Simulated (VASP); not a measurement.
# HfN (I4/mmm) in VASP: a series of runs

HfN is run at these levels: PBEsol; tasks: single point.

Program: VASP 6.6.1. These are calculated values, not measurements. Logs are shortened: lines on timing, memory, paths and dates and some standing lists are left out, and cuts for length are marked.

### 1 The cell of the first run

The structure is tetragonal, space group I4/mmm (No. 139). The conventional cell has a = 3.035 Å, b = 3.035 Å, c = 4.744 Å, α = 90.00°, β = 90.00°, γ = 90.00°. Hf (site symmetry 4/mmm) has 6 N at 2.15 to 2.37 Å within 2.8 Å. N (site symmetry 4/mmm) has 6 Hf at 2.15 to 2.37 Å within 2.8 Å.

### 2 Single point, PBEsol (strain -0.050 along x and y, +0.050 along z)

Input file INCAR:

```
PREC     = Accurate       # precision mode
ENCUT    = 520            # plane-wave cutoff, eV
EDIFF    = 1E-6           # SCF threshold, eV
ISMEAR   = 0              # smearing method
SIGMA    = 0.15           # smearing width, eV
LREAL    = False          # projectors in reciprocal space
LASPH    = True           # aspherical terms in the spheres
NELM     = 60             # most SCF steps
ALGO     = Normal         # electronic algorithm
ISIF     = 2              # what is computed and relaxed
LWAVE    = False          # write WAVECAR
LCHARG   = True           # write CHGCAR
GGA      = PS             # functional
LELF     = True           # ELF
LVHAR    = True         
NBANDS   = 14             # bands
```

Input file KPOINTS:

```
Automatic mesh
0
Gamma
  18 18 18
```

Input file POSCAR:

```
HfN
1.0
    0.0000000000      2.1460500000      2.3719500000
    2.1460500000      0.0000000000      2.3719500000
    2.1460500000      2.1460500000      0.0000000000
Hf N
1 1
Direct
    0.0000000000      0.0000000000      0.0000000000
    0.5000000000      0.5000000000      0.5000000000
```

Potentials or basis: VASP PAW PBE potentials, release 64 (Hf_pv, N).

Run with:

```console
$ cat potpaw_PBE.64/Hf_pv/POTCAR potpaw_PBE.64/N/POTCAR > POTCAR
$ mpirun -np 1 vasp_std > vasp.out
```

OUTCAR:

```text
PREC = Accurate
   ENCUT = 520
   EDIFF = 1E-6
   ISMEAR = 0
   LREAL = False
   LASPH = True
   NELM = 60
   ISIF = 2
   GGA = PS

 ion  position               nearest neighbor table
   1  0.000  0.000  0.000-   2 2.15   2 2.15   2 2.15   2 2.15   2 2.37   2 2.37
   2  0.500  0.500  0.500-   1 2.15   1 2.15   1 2.15   1 2.15   1 2.37   1 2.37

  LATTYP: Found a body centered tetragonal cell.
 ALAT       =     3.0349730155
 C/A-ratio  =     1.5630781479

  Lattice vectors:

 A1 = (  -2.1460500000,   0.0000000000,   2.3719500000)
 A2 = (   2.1460500000,   0.0000000000,   2.3719500000)
 A3 = (   0.0000000000,   2.1460500000,  -2.3719500000)

Analysis of symmetry for initial positions (statically):
=====================================================================
 Subroutine PRICEL returns:
 Original cell was already a primitive cell.

 Routine SETGRP: Setting up the symmetry group for a
 body centered tetragonal supercell.

 Subroutine GETGRP returns: Found 16 space group operations
 (whereof 16 operations were pure point group operations)
 out of a pool of 16 trial point group operations.

The static configuration has the point symmetry D_4h.

Analysis of symmetry for dynamics (positions and initial velocities):
=====================================================================
 Subroutine PRICEL returns:
 Original cell was already a primitive cell.

 Routine SETGRP: Setting up the symmetry group for a
 body centered tetragonal supercell.

 Subroutine GETGRP returns: Found 16 space group operations
 (whereof 16 operations were pure point group operations)
 out of a pool of 16 trial point group operations.

The dynamic configuration has the point symmetry D_4h.

 Subroutine INISYM returns: Found 16 space group operations
 (whereof 16 operations are pure point group operations),
 and found     1 'primitive' translations

----------------------------------------------------------------------------------------

                                     Primitive cell

  volume of cell :      21.8482

  direct lattice vectors                    reciprocal lattice vectors
     0.000000000  2.146050000  2.371950000    -0.232986184  0.232986184  0.210797024
     2.146050000  0.000000000  2.371950000     0.232986184 -0.232986184  0.210797024
     2.146050000  2.146050000  0.000000000     0.232986184  0.232986184 -0.210797024

  length of vectors
     3.198699330  3.198699330  3.034973016     0.391152795  0.391152795  0.391152795

  position of ions in fractional coordinates (direct lattice)
[... 85 lines left out ...]
   ISIF   =      2    stress and relaxation
   ISYM   =      2    0-nonsym 1-usesym 2-fastsym
   POTIM  = 0.5000    time-step for ionic-motion
   TEBEG  =    0.0;   TEEND  =   0.0 temperature during run
   PSTRESS=    0.0 pullay stress
   NELECT =      15.0000    total number of electrons
   NUPDOWN=      -1.0000    fix difference up-down
   EMIN   =  10.00;   EMAX   =-10.00  energy-range for DOS
   EFERMI =   0.00;   METHOD = LEGACY
   ISMEAR =     0;   SIGMA  =   0.15  broadening in eV -4-tet -1-fermi 0-gaus
   EFERMI_NEDOS =   21; number of points for ismear=-14 and -15
   IALGO  =     38    algorithm
   IMIX   =      4    mixing-type and parameters
     AMIX     =   0.40;   BMIX     =  1.00
     AMIX_MAG =   1.60;   BMIX_MAG =  1.00
  volume/ion in A,a.u.               =      10.92        73.72
  Fermi-wavevector in a.u.,A,eV,Ry     =   1.444221  2.729181 28.378664  2.085773
  Thomas-Fermi vector in A             =   2.562540
   LORBIT       =      0    0 simple, 1 ext, 2 COOP (PROOUT), +10 PAW based schemes
   GGA     = PS    functional components
   LHFCALC =     F    Hartree Fock is set to
   AEXX    =    0.0000 exact exchange contribution
   IVDW    =     0    specifies the selected vdW correction
   LEPSILON=     F    determine dielectric tensor
   LRPA    =     F    only Hartree local field effects (RPA)
 non-spin polarized calculation
 Gauss-broadening in eV      SIGMA  =   0.15
  energy-cutoff  :      520.00
  volume of cell :       21.85
 maximum number of plane-waves:       628
   NGX = 11   NGY = 11   NGZ = 11

 number of electron      15.0000002 magnetization

 Free energy of the ion-electron system (eV)
  ---------------------------------------------------
  ext. energy  EPLUGINS =         0.00000000
  ---------------------------------------------------
  free energy    TOTEN  =       -22.70538745 eV

  energy without entropy =      -22.69966096  energy(sigma->0) =      -22.70252421

 E-fermi :   8.7198     XC(G=0): -13.1581

 val. band max:        8.7141161122   @ k =  -0.2222   0.0556   0.1667
 cond. band min:       8.7551255603   @ k =   0.3333   0.0556   0.1111
 fundamental gap:      0.0410094481
 Fermi energy:         8.7198409800

 k-point     1 :       0.0000    0.0000    0.0000
  band No.  band energies     occupation
      1     -22.2088      2.00000
      2     -22.0898      2.00000
      3     -22.0898      2.00000
      4      -9.1024      2.00000
      5       5.3122      2.00000
      6       5.8360      2.00000
      7       5.8360      2.00000
      8       7.5212      2.00000
      9       8.6301      1.60230
     10       8.7606      0.70084
     11       8.7606      0.70084
     12      11.5555      0.00000
     13      12.6019      0.00000
     14      18.4652      0.00000
[... 377 lines left out ...]
      1     -22.7759      2.00000
      2     -22.2979      2.00000
      3     -22.0782      2.00000
      4      -7.5868      2.00000
      5       2.1054      2.00000
      6       3.3513      2.00000
      7       3.4029      2.00000
      8       9.2599      0.00000
      9      10.0351      0.00000
     10      10.4949      0.00000
     11      11.1313      0.00000
     12      15.7911      0.00000
     13      16.0204      0.00000
     14      21.2567      0.00000

 [... further k-points ...]
[... 5 lines left out ...]
  --------------------------------------------------------------------------------------
  -------------------------------------------------------------------------------------
  Total        5.0408035      5.0408035     -2.5861863      0.0000000      0.0000000     -0.0000000
  in kB      369.6537803    369.6537803   -189.6510210      0.0000000      0.0000000     -0.0000000
  external PRESSURE =     183.2188465 kB  Pullay stress =       0.0000000 kB

 VOLUME and BASIS-vectors are now :
 -----------------------------------------------------------------------------
  energy-cutoff  :      520.00
  volume of cell :       21.85
      direct lattice vectors                 reciprocal lattice vectors
     0.000000000  2.146050000  2.371950000    -0.232986184  0.232986184  0.210797024
     2.146050000  0.000000000  2.371950000     0.232986184 -0.232986184  0.210797024
     2.146050000  2.146050000  0.000000000     0.232986184  0.232986184 -0.210797024

 POSITION                                       TOTAL-FORCE (eV/Angst)
 -----------------------------------------------------------------------------------
      0.00000      0.00000      0.00000         0.000000      0.000000      0.000000
      2.14605      2.14605      2.37195         0.000000      0.000000     -0.000000
 -----------------------------------------------------------------------------------
    total drift:                                0.000000     -0.000000     -0.000000

  FREE ENERGIE OF THE ION-ELECTRON SYSTEM (eV)
  ---------------------------------------------------
  free  energy   TOTEN  =       -22.7053874543 eV

  energy  without entropy=      -22.6996609567  energy(sigma->0) =      -22.70252421
```

stdout:

```text
POSCAR found type information on POSCAR HfN
 POSCAR found :  2 types and       2 ions
 scaLAPACK will be used
 -----------------------------------------------------------------------------
|                                                                             |
|                                                                             |
|     You enforced a specific xc type in the INCAR file but a different       |
|     I HOPE YOU KNOW WHAT YOU ARE DOING!                                     |
|                                                                             |
 -----------------------------------------------------------------------------

 LDA part: xc-table for (Slater+PW92), standard interpolation
 POSCAR, INCAR and KPOINTS ok, starting setup
 FFT: planning ... GRIDC
 FFT: planning ... GRID_SOFT
 FFT: planning ... GRID
 WAVECAR not read
 entering main loop
```

Wall time 2.3 min (1 thread of Intel Xeon 8259CL, shared host); peak memory 0.28 GiB.

Results:

```
Free energy            : -22.7054 eV
Pressure               : 18.3 GPa
Band gap on the k mesh : zero (an odd number of electrons rules out a gap without spin polarisation)
```

Stress tensor (GPa, compression positive):
```
 36.97   0.00   0.00
  0.00  36.97   0.00
  0.00   0.00 -18.97
```

Caveat: the cell differs from its parent crystal (strain -0.050 along x and y, +0.050 along z); the stress differs along the axes, from -19 to 37 GPa; the PAW data sets were made with another functional, which shifts forces and pressure a little; spin-orbit coupling is left out, which moves the levels of the heavy elements.

### 3 Single point, PBEsol (strain +0.000 along x and y, -0.050 along z)

Input file INCAR:

```
SYSTEM = HfN
PREC = Accurate
ENCUT = 520
EDIFF = 1E-7
ISMEAR = 0
SIGMA = 0.15
LREAL = .False.
LASPH = .True.
NELM = 80
ALGO = Normal
ISIF = 2
LWAVE = .False.
LCHARG = .False.
GGA = PS
NBANDS = 14
```

Input file KPOINTS:

```
regular mesh
0
Gamma
  18 18 18
  0 0 0
```

Input file POSCAR:

```
HfN
1.0
    0.0000000000      2.2590000000      2.1460500000
    2.2590000000      0.0000000000      2.1460500000
    2.2590000000      2.2590000000      0.0000000000
Hf N
1 1
Direct
    0.0000000000      0.0000000000      0.0000000000
    0.5000000000      0.5000000000      0.5000000000
```

Potentials or basis: VASP PAW PBE potentials, release 64 (Hf_pv, N).

Run with:

```console
$ cat potpaw_PBE.64/Hf_pv/POTCAR potpaw_PBE.64/N/POTCAR > POTCAR
$ mpirun -np 1 vasp_std > vasp.out
```

Wall time 2.4 min (1 thread of Intel Xeon 8259CL, shared host); peak memory 0.27 GiB.

Results (log left out):

* Free energy: -22.8948 eV
* Pressure: 12.3 GPa
* Band gap on the k mesh: zero (an odd number of electrons rules out a gap without spin polarisation)

Stress tensor (GPa, compression positive):
```
 0.76  0.00  0.00
 0.00  0.76  0.00
 0.00  0.00 35.40
```

Levels at points of the mesh, in eV from the Fermi level:
```
           k point  band 5  band 6  band 7  band 8  band 9  band 10  band 11  band 12
(0.00, 0.00, 0.00)   -3.14   -3.14   -2.81   -0.58   -0.58     0.02     1.37     1.67
(0.50, 0.00, 0.00)   -9.20   -6.48   -6.44    3.46    3.93     4.23     4.66     8.87
(0.50, 0.50, 0.00)   -4.93   -4.18   -3.84   -3.84    4.41     5.94     5.94     6.21
(0.50, 0.00, 0.50)   -5.55   -4.01   -3.74   -3.40    4.09     5.58     6.29     6.55
```

Caveat: the cell differs from its parent crystal (strain +0.000 along x and y, -0.050 along z); the stress differs along the axes, from 1 to 35 GPa; the PAW data sets were made with another functional, which shifts forces and pressure a little; spin-orbit coupling is left out, which moves the levels of the heavy elements.

The gap in the log of VASP goes by the Fermi energy; the results here count the filled bands.